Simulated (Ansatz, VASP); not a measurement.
## LiNbO3 in VASP and in Ansatz

File POSCAR:

```
LiNbO3
1.0
    2.6424700800      1.5256327300      4.6162177400
   -2.6424700800      1.5256327300      4.6162177400
    0.0000000000     -3.0512654500      4.6162177400
Li Nb O
2 2 6
Direct
    0.2500000000      0.2500000000      0.2500000000
    0.7500000000      0.7500000000      0.7500000000
    0.0000000000      0.0000000000      0.0000000000
    0.5000000000      0.5000000000      0.5000000000
    0.1424000000      0.3575000000      0.7500000000
    0.7500000000      0.1424000000      0.3575000000
    0.3575000000      0.7500000000      0.1424000000
    0.8576000000      0.6425000000      0.2500000000
    0.2500000000      0.8576000000      0.6425000000
    0.6425000000      0.2500000000      0.8576000000
```

INCAR.step1

```
ALGO = Normal ; EDIFF = 1E-4
ENCUT = 520 ; GGA = PE
ISMEAR = -1 ; LASPH = T
LCHARG = F ; LREAL = F
LWAVE = T ; NBANDS = 45
NELM = 80 ; PREC = Accurate
SIGMA = 0.1038
```

The input INCAR.step2:

```
ALGO = Normal ; EDIFF = 1E-7
ENCUT = 520 ; ISIF = 2
ISMEAR = -1 ; ISTART = 1
LASPH = T ; LCHARG = F
LMIXTAU = T ; LREAL = F
LWAVE = F ; METAGGA = R2SCAN
NBANDS = 45 ; NELM = 80
PREC = Accurate ; SIGMA = 0.1038
```

File KPOINTS:

```
k-points
0
Gamma
  6 6 6
```

Input for Ansatz:

```yaml
crystal:
  lattice:
    - [2.64247008, 1.52563273, 4.61621774]
    - [-2.64247008, 1.52563273, 4.61621774]
    - [0.0, -3.05126545, 4.61621774]
  atoms:
    - { symbol: Li, position: [0.25, 0.25, 0.25] }
    - { symbol: Li, position: [0.75, 0.75, 0.75] }
    - { symbol: Nb, position: [0.0, 0.0, 0.0] }
    - { symbol: Nb, position: [0.5, 0.5, 0.5] }
    - { symbol: O, position: [0.1424, 0.3575, 0.75] }
    - { symbol: O, position: [0.75, 0.1424, 0.3575] }
    - { symbol: O, position: [0.3575, 0.75, 0.1424] }
    - { symbol: O, position: [0.8576, 0.6425, 0.25] }
    - { symbol: O, position: [0.25, 0.8576, 0.6425] }
    - { symbol: O, position: [0.6425, 0.25, 0.8576] }
  symmetry: { tolerance: 0.0003 }
kpoints:
  mp_grid: { grid: [6, 6, 6], shift: [0, 0, 0] }
  band_path:
    path:
      - [0.0, 0.0, 0.0]
      - [0.5, 0.5, 0.5]
      - [0.76051586, 0.23948414, 0.5]
      - [0.5, -0.23948414, 0.23948414]
      - [0.5, 0.0, 0.0]
      - [0.0, 0.0, 0.0]
      - [0.36974207, -0.36974207, 0.0]
      - [0.63025793, 0.0, 0.36974207]
      - [0.5, 0.0, 0.5]
      - [0.0, 0.0, 0.0]
    npoints: 6
magnetization:
  spin_polarized: false
scf:
  occupations: { method: fermi_dirac, width: 0.1038 }
  lower_state_search: "off"
  max_iter: 200
hamiltonian:
  pseudopotentials: { kind: paw }
  xc: r2scan
basis:
  ecutwfc: 500
  fft_grid_basis: typed
output:
  forces: true
  stress: true
  eigenvalues: true
  bader: true
  populations: true
  elf: true
  write_potential: true
  volumetric_format: npy
  dos:
    e_range: [-12, 8]
    de: 0.05
    projected: { site_lists: { Li: [Li], Nb: [Nb], O: [O] } }
  write_density: true
checkpoint:
  read: saved_state
```

Alike in both runs: task single point; functional r2SCAN; k mesh 6 × 6 × 6; occupations fermi-dirac, width 0.1038 eV; no spin polarisation.

```csv
,VASP,Ansatz
version,VASP 6.6.1,Ansatz 0.2.0
potentials or method,"VASP PAW PBE potentials, release 64 (Li_sv, Nb_sv, O), cutoff 520 eV",PAW plane waves
valence electrons in the cell,68,68
```

VASP gave:

* rms of the force components (eV/Å): 0.072

Problem. What did Ansatz give for the same quantities?

Solution. rms of the force components (eV/Å): 0.064.

VASP's potentials were made for PBE, not for r2SCAN. Atom by atom the forces differ by 0.011 eV/Å (rms over components). Ansatz's warnings: structure snapped to symmetry.

Noted on VASP's run: the cutoff is short for stress, so the pressure is rough.
